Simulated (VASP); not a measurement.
A run of VASP 6.6.1 is set up as follows.

File INCAR:

```
PREC = Accurate ; ENCUT = 520
EDIFF = 1E-7 ; ISMEAR = -1
SIGMA = 0.1 ; LREAL = F
LASPH = T ; NELM = 100
ALGO = Normal ; ISIF = 2
LWAVE = F ; LCHARG = F
GGA = PE ; NBANDS = 48
```

The input KPOINTS:

```
Automatic mesh
0
Gamma
  3 3 3
```

File POSCAR:

```
Ta5As4
1.0
    6.2733350000     -1.2801220000      0.2846130000
   -0.4629810000      5.5904080000      0.4313440000
    0.3684850000     -0.8796580000      4.9717910000
Ta As
5 4
Direct
    0.7991041702      0.6031441375      0.8752435410
    0.6858695547      0.0673832469      0.8626638266
    0.2073536063     -0.0071346843      0.7928277700
    0.4517513779      0.5962448062      0.5546176550
    0.9420880923      0.8838640633      0.3536590780
    0.1629760949      0.3733947214      0.1296851199
    0.5915355831      0.1535840567      0.3882427322
    0.0472356719      0.3091421962      0.6029031555
    0.3361937843      0.8153166929      0.1691599496
```

Potentials or basis: VASP PAW PBE potentials, release 64 (Ta_pv, As).

Launch:

```console
$ cat potpaw_PBE.64/Ta_pv/POTCAR potpaw_PBE.64/As/POTCAR > POTCAR
$ mpirun -np 1 vasp_std > vasp.out
```

Task: What does it give for the pressure?

Result: -0.3 GPa.

Task: Predict the largest force.

Result: 1.927 eV/Å.

Stress tensor (GPa, compression positive):
```
-0.91  6.07  4.30
 6.07  0.67  2.81
 4.30  2.81 -0.75
```

Caveat: the k points lie up to 0.42 Å⁻¹ apart.
